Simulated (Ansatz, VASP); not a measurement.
## Si in VASP and in Ansatz

INCAR

```
PREC = Accurate
ENCUT = 520
EDIFF = 1E-6
ISMEAR = 0
SIGMA = 0.01
LREAL = F
LASPH = T
NELM = 100
ALGO = Normal
ISIF = 2
LWAVE = F
LCHARG = F
GGA = PE
NBANDS = 26
```

Contents of KPOINTS:

```
Automatic mesh
0
Gamma
  6 6 2
```

File POSCAR:

```
Si
1.0
    3.8971955609      0.0000000000      0.0000000000
   -1.9485977805      3.3750703593      0.0000000000
    0.0000000000      0.0000000000     12.8015185750
Si
8
Direct
    0.0000000000      0.0000000000      0.0005003176
    0.3333333333      0.6666666667      0.2496538927
    0.0000000000      0.0000000000      0.5005003176
    0.6666666667      0.3333333333      0.7496538927
    0.0000000000      0.0000000000      0.1869996824
    0.3333333333      0.6666666667      0.4378461073
    0.0000000000      0.0000000000      0.6869996824
    0.6666666667      0.3333333333      0.9378461073
```

Input for Ansatz:

```yaml
crystal:
  lattice:
    - [3.8971955609, 0.0, 0.0]
    - [-1.9485977805, 3.3750703593, 0.0]
    - [0.0, 0.0, 12.801518575]
  atoms:
    - { symbol: Si, position: [0.0, 0.0, 0.0005003176] }
    - { symbol: Si, position: [0.3333333333, 0.6666666667, 0.2496538927] }
    - { symbol: Si, position: [0.0, 0.0, 0.5005003176] }
    - { symbol: Si, position: [0.6666666667, 0.3333333333, 0.7496538927] }
    - { symbol: Si, position: [0.0, 0.0, 0.1869996824] }
    - { symbol: Si, position: [0.3333333333, 0.6666666667, 0.4378461073] }
    - { symbol: Si, position: [0.0, 0.0, 0.6869996824] }
    - { symbol: Si, position: [0.6666666667, 0.3333333333, 0.9378461073] }
kpoints:
  mp_grid: { grid: [6, 6, 2] }
hamiltonian:
  xc: pbe
scf:
  occupations: { method: fixed }
  n_extra_bands: 6
output:
  forces: true
  stress: true
  eigenvalues: true
```

Alike in both runs: task single point; functional PBE; k mesh 6 × 6 × 2; no spin polarisation.

```csv
,VASP,Ansatz
version,VASP 6.6.1,Ansatz 0.2.0
potentials or method,"VASP PAW PBE potentials, release 64 (Si)","plane waves, PAW"
plane-wave cutoff (eV),520,420
occupations,"gaussian, width 0.01 eV",fixed
valence electrons in the cell,32,32
```

VASP gave:

- gap on the k mesh at the Fermi level (eV): 0.66
- pressure (GPa): -2.5
- traceless stress, the component that is largest in VASP (GPa): -0.14
- rms of the force components (eV/Å): 0.008

Estimate Ansatz's values.

gap on the k mesh at the Fermi level (eV): 0.66; pressure (GPa): -2.4; traceless stress, the component that is largest in VASP (GPa): -0.14; rms of the force components (eV/Å): 0.007.

Atom by atom the forces differ by 0.000 eV/Å (rms over components).
